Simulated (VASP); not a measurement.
Input of a VASP 6.6.1 run:

The input INCAR:

```
PREC = Accurate ; ENCUT = 910
EDIFF = 1E-7 ; ISMEAR = 0
SIGMA = 0.1 ; LREAL = False
LASPH = True ; NELM = 120
ALGO = Normal ; ISIF = 3
LWAVE = False ; LCHARG = False
GGA = PE ; IBRION = 2
NSW = 90 ; EDIFFG = -0.04
GGA_COMPAT = False ; NELMIN = 4
```

KPOINTS

```
regular mesh
0
Gamma
  4 4 4
```

The input POSCAR:

```
Zn3BiO
1.0
    4.3065844300      0.0000000000      0.0000000000
    0.0000000000      4.3065844300      0.0000000000
    0.0000000000      0.0000000000      4.4895174900
Zn Bi O
3 1 1
Direct
    0.5000000000      0.0000000000      0.5000000000
    0.0000000000      0.5000000000      0.5000000000
    0.5000000000      0.5000000000      0.0000000000
    0.0000000000      0.0000000000      0.5000000000
    0.0000000000      0.0000000000      0.0000000000
```

Potentials or basis: VASP PAW PBE potentials, release 64 (Zn, Bi_d, O_h).

Run with:

```console
$ cat potpaw_PBE.64/Zn/POTCAR potpaw_PBE.64/Bi_d/POTCAR potpaw_PBE.64/O_h/POTCAR > POTCAR
$ mpirun -np 1 vasp_std > vasp.out
```

**Question.** What does it give for the band gap on the k mesh?

**Answer.** Zero (an odd number of electrons rules out a gap without spin polarisation).

**Question.** Estimate the space group after relaxing (to 0.1 Å).

**Answer.** P4/mmm (No. 123).

Step by step:
```csv
step,energy change (eV),largest force (eV/Å),pressure (GPa),volume (Å³)
1,0.0000,0.0000,47.26,83.27
2,-5.1548,0.0000,-7.58,153.74
3,-5.9294,0.0000,-0.58,123.27
4,-5.9433,0.0000,-1.94,127.17
5,-5.9441,0.0000,-1.61,126.19
6,-6.0385,0.0000,-0.04,122.20
7,-6.0391,0.0000,0.13,121.87
```

Caveat: the k points lie up to 0.36 Å⁻¹ apart in the final cell, too coarse for converged energies and pressures of a metal; the cutoff is under 1.25 times the usual one of these potentials, so pressure, stress and relaxed cells hold a basis-set (Pulay) error; the volume moved by over 15 % at a fixed basis, so the end points are rough; spin-orbit coupling is left out, which moves the levels of the heavy elements; an odd number of electrons without spin polarisation forces a metal; a magnetic or distorted state may lie lower.
